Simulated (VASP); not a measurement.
# AlPt3C (Pm-3m) in VASP: a series of runs

AlPt3C is run at these levels: PBEsol; tasks: single point.

Everything below comes from runs of VASP 6.6.1. Logs are shortened: lines on timing, memory, paths and dates and some standing lists are left out, and cuts for length are marked.

### 1 The cell of the first run

The structure is cubic, space group Pm-3m (No. 221). The conventional cell has a = 4.185 Å, b = 4.185 Å, c = 4.185 Å, α = 90.00°, β = 90.00°, γ = 90.00°. Within 3.9 Å of Al (site symmetry m-3m) lie 12 Pt at 2.96 Å and 8 C at 3.62 Å. Within 2.8 Å of Pt (site symmetry 4/mmm) lie 2 C at 2.09 Å. C (site symmetry m-3m) has 6 Pt at 2.09 Å within 2.8 Å.

### 2 Single point, PBEsol

The input, INCAR:

```
PREC = Accurate
ENCUT = 520
EDIFF = 1E-6
ISMEAR = 1
SIGMA = 0.25
LREAL = False
LASPH = True
NELM = 80
ALGO = Normal
ISIF = 2
LWAVE = False
LCHARG = False
GGA = PS
NBANDS = 26
```

The input, KPOINTS:

```
Automatic mesh
0
Gamma
  4 4 4
```

The input, POSCAR:

```
AlPt3C
1.0
    4.1851500000      0.0000000000      0.0000000000
    0.0000000000      4.1851500000      0.0000000000
    0.0000000000      0.0000000000      4.1851500000
Al Pt C
1 3 1
Direct
    0.0000000000      0.0000000000      0.0000000000
    0.0000000000      0.5000000000      0.5000000000
    0.5000000000      0.0000000000      0.5000000000
    0.5000000000      0.5000000000      0.0000000000
    0.5000000000      0.5000000000      0.5000000000
```

Potentials or basis: VASP PAW PBE potentials, release 64 (Al, Pt, C).

Run with:

```bash
> cat potpaw_PBE.64/Al/POTCAR potpaw_PBE.64/Pt/POTCAR potpaw_PBE.64/C/POTCAR > POTCAR
> mpirun -np 1 vasp_std > vasp.out
```

OUTCAR:

```text
PREC = Accurate
   ENCUT = 520
   EDIFF = 1E-6
   ISMEAR = 1
   LREAL = False
   LASPH = True
   NELM = 80
   ISIF = 2
   GGA = PS

 ion  position               nearest neighbor table
   1  0.000  0.000  0.000-   2 2.96   3 2.96   4 2.96   2 2.96   3 2.96   2 2.96   4 2.96   2 2.96
                             3 2.96   4 2.96   3 2.96   4 2.96
   2  0.000  0.500  0.500-   5 2.09   5 2.09   4 2.96   1 2.96   1 2.96   4 2.96   1 2.96   3 2.96
                             1 2.96   3 2.96   4 2.96   3 2.96   4 2.96   3 2.96
   3  0.500  0.000  0.500-   5 2.09   5 2.09   4 2.96   1 2.96   1 2.96   4 2.96   2 2.96   4 2.96
                             2 2.96   4 2.96   1 2.96   2 2.96   1 2.96   2 2.96
   4  0.500  0.500  0.000-   5 2.09   5 2.09   3 2.96   1 2.96   2 2.96   3 2.96   2 2.96   1 2.96
                             3 2.96   3 2.96   1 2.96   2 2.96   2 2.96   1 2.96
   5  0.500  0.500  0.500-   2 2.09   3 2.09   4 2.09   4 2.09   3 2.09   2 2.09

  LATTYP: Found a simple cubic cell.
 ALAT       =     4.1851500000

  Lattice vectors:

 A1 = (   4.1851500000,   0.0000000000,   0.0000000000)
 A2 = (   0.0000000000,   4.1851500000,   0.0000000000)
 A3 = (   0.0000000000,   0.0000000000,   4.1851500000)

Analysis of symmetry for initial positions (statically):
=====================================================================
 Subroutine PRICEL returns:
 Original cell was already a primitive cell.

 Routine SETGRP: Setting up the symmetry group for a
 simple cubic supercell.

 Subroutine GETGRP returns: Found 48 space group operations
 (whereof 48 operations were pure point group operations)
 out of a pool of 48 trial point group operations.

The static configuration has the point symmetry O_h .

Analysis of symmetry for dynamics (positions and initial velocities):
=====================================================================
 Subroutine PRICEL returns:
 Original cell was already a primitive cell.

 Routine SETGRP: Setting up the symmetry group for a
 simple cubic supercell.

 Subroutine GETGRP returns: Found 48 space group operations
 (whereof 48 operations were pure point group operations)
 out of a pool of 48 trial point group operations.

The dynamic configuration has the point symmetry O_h .

 Subroutine INISYM returns: Found 48 space group operations
 (whereof 48 operations are pure point group operations),
 and found     1 'primitive' translations

----------------------------------------------------------------------------------------

                                     Primitive cell

  volume of cell :      73.3049

  direct lattice vectors                    reciprocal lattice vectors
     4.185150000  0.000000000  0.000000000     0.238940062  0.000000000  0.000000000
     0.000000000  4.185150000  0.000000000     0.000000000  0.238940062  0.000000000
     0.000000000  0.000000000  4.185150000     0.000000000  0.000000000  0.238940062

  length of vectors
     4.185150000  4.185150000  4.185150000     0.238940062  0.238940062  0.238940062

  position of ions in fractional coordinates (direct lattice)
     0.000000000  0.000000000  0.000000000
     0.000000000  0.500000000  0.500000000
     0.500000000  0.000000000  0.500000000
     0.500000000  0.500000000  0.000000000
     0.500000000  0.500000000  0.500000000

  ion indices of the primitive-cell ions
   primitive index   ion index
                 1           1
                 2           2
                 3           3
                 4           4
                 5           5

----------------------------------------------------------------------------------------

 KPOINTS: Automatic mesh

Automatic generation of k-mesh.
 Grid dimensions read from file:
 generate k-points for:    4    4    4

 Generating k-lattice:

  Cartesian coordinates                     Fractional coordinates (reciprocal lattice)
     0.059735015  0.000000000  0.000000000     0.250000000  0.000000000  0.000000000
     0.000000000  0.059735015  0.000000000     0.000000000  0.250000000  0.000000000
     0.000000000  0.000000000  0.059735015     0.000000000  0.000000000  0.250000000

  Length of vectors
     0.059735015  0.059735015  0.059735015

  Shift w.r.t. Gamma in fractional coordinates (k-lattice)
     0.000000000  0.000000000  0.000000000

 Subroutine IBZKPT returns following result:
 ===========================================

 Found     10 irreducible k-points:

 Following reciprocal coordinates:
            Coordinates               Weight
  0.000000  0.000000  0.000000      1.000000
  0.250000  0.000000  0.000000      6.000000
  0.500000  0.000000  0.000000      3.000000
  0.250000  0.250000  0.000000     12.000000
  0.500000  0.250000  0.000000     12.000000
  0.500000  0.500000  0.000000      3.000000
  0.250000  0.250000  0.250000      8.000000
  0.500000  0.250000  0.250000     12.000000
  0.500000  0.500000  0.250000      6.000000
  0.500000  0.500000  0.500000      1.000000
   k-points           NKPTS =     10   k-points in BZ     NKDIM =     10   number of bands    NBANDS=     26
   number of dos      NEDOS =    301   number of ions     NIONS =      5
   total plane-waves  NPLWV =  32768
   dimension x,y,z NGX =    32 NGY =   32 NGZ =   32
   dimension x,y,z NGXF=    64 NGYF=   64 NGZF=   64
   ions per type =               1   3   1
   NGX,Y,Z   is equivalent  to a cutoff of  12.71, 12.71, 12.71 a.u.
   NGXF,Y,Z  is equivalent  to a cutoff of  25.42, 25.42, 25.42 a.u.
 SYSTEM =  unknown system
   PREC   = accura    normal or accurate (medium, high low for compatibility)
   ISTART =      0    job   : 0-new  1-cont  2-samecut
   ICHARG =      2    charge: 1-file 2-atom 10-const
   ISPIN  =      1    spin polarized calculation?
   LNONCOLLINEAR =      F non collinear calculations
   LSORBIT =      F    spin-orbit coupling
   LASPH  =      T    aspherical Exc in radial PAW
   ENCUT  =  520.0 eV  38.22 Ry    6.18 a.u.   7.78  7.78  7.78*2*pi/ulx,y,z
   NELM   =     80;   NELMIN=  2; NELMDL= -5     # of ELM steps
   EDIFF  = 0.1E-05   stopping-criterion for ELM
   LREAL  =      F    real-space projection
   EDIFFG = 0.1E-04   stopping-criterion for IOM
   NSW    =      0    number of steps for IOM
   IBRION =     -1    ionic relax: 0-MD 1-quasi-New 2-CG
   NFREE  =      0    steps in history (QN), initial steepest desc. (CG)
   ISIF   =      2    stress and relaxation
   ISYM   =      2    0-nonsym 1-usesym 2-fastsym
   POTIM  = 0.5000    time-step for ionic-motion
   TEBEG  =    0.0;   TEEND  =   0.0 temperature during run
   PSTRESS=    0.0 pullay stress
   NELECT =      37.0000    total number of electrons
   NUPDOWN=      -1.0000    fix difference up-down
   EMIN   =  10.00;   EMAX   =-10.00  energy-range for DOS
   EFERMI =   0.00;   METHOD = LEGACY
   ISMEAR =     1;   SIGMA  =   0.25  broadening in eV -4-tet -1-fermi 0-gaus
   EFERMI_NEDOS =   21; number of points for ismear=-14 and -15
   IALGO  =     38    algorithm
   IMIX   =      4    mixing-type and parameters
     AMIX     =   0.40;   BMIX     =  1.00
     AMIX_MAG =   1.60;   BMIX_MAG =  1.00
  volume/ion in A,a.u.               =      14.66        98.94
  Fermi-wavevector in a.u.,A,eV,Ry     =   1.303460  2.463182 23.116407  1.699008
  Thomas-Fermi vector in A             =   2.434461
   LORBIT       =      0    0 simple, 1 ext, 2 COOP (PROOUT), +10 PAW based schemes
   GGA     = PS    functional components
   LHFCALC =     F    Hartree Fock is set to
   AEXX    =    0.0000 exact exchange contribution
   IVDW    =     0    specifies the selected vdW correction
   LEPSILON=     F    determine dielectric tensor
   LRPA    =     F    only Hartree local field effects (RPA)
 non-spin polarized calculation
 Methfessel and Paxton  Order N= 1 SIGMA  =   0.25
  energy-cutoff  :      520.00
  volume of cell :       73.30
 maximum number of plane-waves:      2000
 NGX is ok and might be reduce to    32
   NGX = 15   NGY = 15   NGZ = 15

 number of electron      37.0000006 magnetization

 Free energy of the ion-electron system (eV)
  ---------------------------------------------------
  ext. energy  EPLUGINS =         0.00000000
  ---------------------------------------------------
  free energy    TOTEN  =       -33.61007867 eV

  energy without entropy =      -33.61087780  energy(sigma->0) =      -33.61034504

 E-fermi :   9.7559     XC(G=0): -12.2879

 val. band max:        9.6073260240   @ k =   0.2500   0.2500   0.2500
 cond. band min:       9.8122923609   @ k =   0.2500   0.2500   0.0000
 fundamental gap:      0.2049663368
 Fermi energy:         9.7559340002

 k-point     1 :       0.0000    0.0000    0.0000
  band No.  band energies     occupation
      1      -5.3955      2.00000
      2       0.6071      2.00000
      3       3.8078      2.00000
      4       3.8078      2.00000
      5       3.8078      2.00000
      6       4.3085      2.00000
[... 18 lines left out ...]
     25      13.5438     -0.00000
     26      16.2066      0.00000

 k-point     2 :       0.2500    0.0000    0.0000
  band No.  band energies     occupation
      1      -4.9835      2.00000
      2       1.0435      2.00000
      3       3.0743      2.00000
      4       3.8054      2.00000
      5       3.8054      2.00000
      6       3.9443      2.00000
[... 18 lines left out ...]
     25      15.7464      0.00000
     26      16.7198      0.00000

 k-point     3 :       0.5000    0.0000    0.0000
  band No.  band energies     occupation
      1      -4.4517      2.00000
      2       1.0081      2.00000
      3       2.8370      2.00000
      4       3.0093      2.00000
      5       3.8357      2.00000
      6       3.8357      2.00000
[... 166 lines left out ...]
 k-point     9 :       0.5000    0.5000    0.2500
  band No.  band energies     occupation
      1      -2.8632      2.00000
      2       0.6503      2.00000
      3       0.6503      2.00000
      4       1.8330      2.00000
      5       2.6327      2.00000
      6       4.8285      2.00000
[... 18 lines left out ...]
     25      17.5646      0.00000
     26      17.5646      0.00000

 k-point    10 :       0.5000    0.5000    0.5000
  band No.  band energies     occupation
      1      -2.0337      2.00000
      2       0.4552      2.00000
      3       0.4552      2.00000
      4       0.4552      2.00000
      5       2.3267      2.00000
      6       5.4221      2.00000
[... 18 lines left out ...]
     25      18.3057      0.00000
     26      18.3057      0.00000

------------------------ aborting loop because EDIFF is reached ----------------------------------------

  FORCE on cell =-STRESS in cart. coord.  units (eV):
  Direction    XX          YY          ZZ          XY          YZ          ZX
  --------------------------------------------------------------------------------------
  -------------------------------------------------------------------------------------
  Total       -3.5757739     -3.5757739     -3.5757739      0.0000000      0.0000000     -0.0000000
  in kB      -78.1533415    -78.1533415    -78.1533415      0.0000000      0.0000000     -0.0000000
  external PRESSURE =     -78.1533415 kB  Pullay stress =       0.0000000 kB

 VOLUME and BASIS-vectors are now :
 -----------------------------------------------------------------------------
  energy-cutoff  :      520.00
  volume of cell :       73.30
      direct lattice vectors                 reciprocal lattice vectors
     4.185150000  0.000000000  0.000000000     0.238940062  0.000000000  0.000000000
     0.000000000  4.185150000  0.000000000     0.000000000  0.238940062  0.000000000
     0.000000000  0.000000000  4.185150000     0.000000000  0.000000000  0.238940062

 POSITION                                       TOTAL-FORCE (eV/Angst)
 -----------------------------------------------------------------------------------
      0.00000      0.00000      0.00000         0.000000      0.000000      0.000000
      0.00000      2.09258      2.09258         0.000000      0.000000      0.000000
      2.09258      0.00000      2.09258         0.000000      0.000000      0.000000
      2.09258      2.09258      0.00000         0.000000      0.000000      0.000000
      2.09258      2.09258      2.09258         0.000000      0.000000      0.000000
 -----------------------------------------------------------------------------------
    total drift:                                0.000000     -0.000000     -0.000000

  FREE ENERGIE OF THE ION-ELECTRON SYSTEM (eV)
  ---------------------------------------------------
  free  energy   TOTEN  =       -33.6100786665 eV

  energy  without entropy=      -33.6108777974  energy(sigma->0) =      -33.61034504
```

Wall time 32 s (1 thread of AMD EPYC 7R13, shared host); peak memory 0.15 GiB.

Results:

* Free energy: -33.6101 eV
* Pressure: -7.8 GPa
* Band gap on the k mesh: zero (an odd number of electrons rules out a gap without spin polarisation)

Levels at points of the mesh, in eV from the Fermi level:
```
           k point  band 16  band 17  band 18  band 19  band 20  band 21  band 22  band 23
(0.00, 0.00, 0.00)    -1.00    -0.98    -0.98    -0.98     1.08     1.08     1.08     2.33
(0.50, 0.00, 0.00)    -2.30    -0.98    -0.34    -0.34     0.95     2.89     3.56     3.56
(0.50, 0.50, 0.00)    -2.26    -1.73    -0.50    -0.50     0.90     1.92     4.35     4.59
(0.50, 0.50, 0.50)    -2.40    -1.18    -1.18    -1.18     0.88     0.88     0.88     1.12
```

Caveat: the k points lie up to 0.38 Å⁻¹ apart, too coarse for converged energies and pressures of a metal; the PAW data sets were made with another functional, which shifts forces and pressure a little; spin-orbit coupling is left out, which moves the levels of the heavy elements.

### 3 Single point, PBEsol

The input, INCAR:

```
ALGO = Normal ; EDIFF = 1E-7
ENCUT = 520 ; GGA = PS
ISIF = 2 ; ISMEAR = 1
LASPH = True ; LCHARG = False
LREAL = False ; LWAVE = False
NBANDS = 26 ; NELM = 80
PREC = Accurate ; SIGMA = 0.15
```

The input, KPOINTS:

```
k-points
0
Gamma
  4 4 4
```

POSCAR is that of step 2.

Potentials or basis: VASP PAW PBE potentials, release 64 (Al, Pt, C).

Run with:

```bash
> cat potpaw_PBE.64/Al/POTCAR potpaw_PBE.64/Pt/POTCAR potpaw_PBE.64/C/POTCAR > POTCAR
> mpirun -np 1 vasp_std > vasp.out
```

Run time: 29 s. Hardware: 1 thread of AMD EPYC 7R13, shared host; peak memory 0.15 GiB.

Results (log left out):

```yaml
Free_energy: -33.6098 eV
Pressure: -7.8 GPa
Band_gap_on_the_k_mesh: zero (an odd number of electrons rules out a gap without spin polarisation)
```

Levels at points of the mesh, in eV from the Fermi level:
```csv
k point,band 15,band 16,band 17,band 18,band 19,band 20,band 21,band 22,band 23,band 24
"(0.00, 0.00, 0.00)",-2.85,-0.99,-0.98,-0.98,-0.98,1.08,1.08,1.08,2.33,3.79
"(0.50, 0.00, 0.00)",-2.90,-2.29,-0.98,-0.35,-0.35,0.95,2.88,3.56,3.56,3.80
"(0.50, 0.50, 0.00)",-2.67,-2.26,-1.72,-0.50,-0.50,0.89,1.91,4.35,4.58,4.58
"(0.50, 0.50, 0.50)",-2.40,-2.40,-1.18,-1.18,-1.18,0.88,0.88,0.88,1.12,8.06
```

Caveat: the k points lie up to 0.38 Å⁻¹ apart, too coarse for converged energies and pressures of a metal; the PAW data sets were made with another functional, which shifts forces and pressure a little; spin-orbit coupling is left out, which moves the levels of the heavy elements.

### 4 Single point, PBEsol

The input, INCAR:

```
ALGO = Normal ; EDIFF = 1E-6
ENCUT = 520 ; GGA = PS
ISIF = 2 ; ISMEAR = 1
LASPH = True ; LCHARG = False
LREAL = False ; LWAVE = False
NBANDS = 26 ; NELM = 60
PREC = Accurate ; SIGMA = 0.1
```

KPOINTS is that of step 3.

POSCAR is that of step 3.

Run with:

```bash
> cat potpaw_PBE.64/Al/POTCAR potpaw_PBE.64/Pt/POTCAR potpaw_PBE.64/C/POTCAR > POTCAR
> mpirun -np 1 vasp_std > vasp.out
```

It took 33 s on 1 thread of AMD EPYC 7R13, shared host; peak memory 0.15 GiB.

Results (log left out):

* Free energy: -33.6095 eV
* Pressure: -7.8 GPa
* Band gap on the k mesh: zero (an odd number of electrons rules out a gap without spin polarisation)

Levels at points of the mesh, in eV from the Fermi level:
| k point | band 16 | band 17 | band 18 | band 19 | band 20 | band 21 | band 22 | band 23 |
| --- | --- | --- | --- | --- | --- | --- | --- | --- |
| (0.00, 0.00, 0.00) | -1.01 | -1.00 | -1.00 | -1.00 | 1.06 | 1.06 | 1.06 | 2.31 |
| (0.50, 0.00, 0.00) | -2.31 | -1.00 | -0.37 | -0.37 | 0.93 | 2.86 | 3.54 | 3.54 |
| (0.50, 0.50, 0.00) | -2.28 | -1.74 | -0.52 | -0.52 | 0.87 | 1.89 | 4.33 | 4.57 |
| (0.50, 0.50, 0.50) | -2.42 | -1.19 | -1.19 | -1.19 | 0.86 | 0.86 | 0.86 | 1.10 |

Caveat: the k points lie up to 0.38 Å⁻¹ apart, too coarse for converged energies and pressures of a metal; the PAW data sets were made with another functional, which shifts forces and pressure a little; spin-orbit coupling is left out, which moves the levels of the heavy elements.

### 5 Summary

```csv
smearing,gap on the mesh (eV),pressure (GPa)
methfessel-paxton 0.25 eV,none,-7.8
methfessel-paxton 0.15 eV,none,-7.8
methfessel-paxton 0.1 eV,none,-7.8
```

Alike in all rows: task single point; level PBEsol; potentials or basis VASP PAW PBE potentials, release 64 (Al, Pt, C); no spin polarisation; cell as given; k mesh 4 × 4 × 4; cutoff (eV) 520.

Caveats: all runs use coarse meshes; the PAW data sets were made with another functional, which shifts forces and pressure a little; spin-orbit coupling is left out, which moves the levels of the heavy elements.

Absolute energies hang on the potentials; compare differences alone.
